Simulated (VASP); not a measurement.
A run of VASP 6.6.1 is set up as follows.

The input POSCAR:

```
CO
1.0
    9.1481650000      0.0000000000      0.0000000000
    0.0000000000      9.1481650000      0.0000000000
    0.0000000000      0.0000000000      9.1481650000
O C
12 12
Direct
    0.7907378146      0.0402047842      0.3227423205
    0.8017017620      0.9306565852      0.7145586027
    0.4802711801      0.7145476716      1.0870813983
    0.9652099629      0.6321377019      0.1572337185
    0.5194484358      0.5318006398      0.4767294862
    0.2430760704      0.2909873182      0.9850828008
    0.2298384430      0.2774873431      0.3762284567
    0.1981053031      1.0359782536      0.1994498350
    0.7178707424      0.4009219335      0.6747254777
    0.3163585265      0.1210297366      0.7995046001
    0.2985079521      0.7642297663      0.5381516402
    0.7158594101      0.2295433019      0.9581702997
    0.7958317324      0.1616171112      0.3212775458
    0.8349215389      0.8128843325      0.6925979144
    0.4599392337      0.7245387463      0.9671775706
    0.9013392303      0.6686586873      0.0612691179
    0.4962415960      0.4259870695      0.4186085406
    0.1442475076      0.3265244997      0.9133088439
    0.1157827827      0.2529687648      0.3443532118
    0.1042504152      0.9512836727      0.1830531041
    0.8032758482      0.3407677933      0.6133361171
    0.4292554846      0.1777077698      0.7769208360
    0.1936016677      0.7460949819      0.4681485303
    0.7282334763      0.1007087214      0.9663577340
```

INCAR.step1

```
ALGO = Normal ; EDIFF = 1E-4
ENCUT = 520 ; GGA = PE
ISMEAR = -1 ; LASPH = True
LCHARG = False ; LREAL = Auto
LWAVE = True ; NBANDS = 78
NELM = 60 ; PREC = Accurate
SIGMA = 0.05
```

Contents of INCAR.step2:

```
ALGO = Normal ; EDIFF = 1E-6
ENCUT = 520 ; ISIF = 2
ISMEAR = -1 ; ISTART = 1
LASPH = True ; LCHARG = False
LMIXTAU = True ; LREAL = Auto
LWAVE = False ; METAGGA = R2SCAN
NBANDS = 78 ; NELM = 60
PREC = Accurate ; SIGMA = 0.05
```

KPOINTS

```
k-points
0
Gamma
  1 1 1
```

Potentials or basis: VASP PAW PBE potentials, release 64 (O, C).

Command:

```console
$ cat potpaw_PBE.64/O/POTCAR potpaw_PBE.64/C/POTCAR > POTCAR
$ cp INCAR.step1 INCAR
$ mpirun -np 1 vasp_gam > vasp.out
$ cp INCAR.step2 INCAR
$ mpirun -np 1 vasp_gam > vasp.out
```

Problem. What does it give for the pressure?

Solution. 0.3 GPa.

Problem. Estimate the largest force.

Solution. 5.229 eV/Å.

Stress tensor (GPa, compression positive):
```
-0.36 -0.93 -0.31
-0.93 -0.07  0.70
-0.31  0.70  1.43
```

Caveat: the k points lie up to 0.69 Å⁻¹ apart; the atoms stand as in a frame of molecular dynamics; the PAW data sets were made with another functional, which shifts forces and pressure a little.
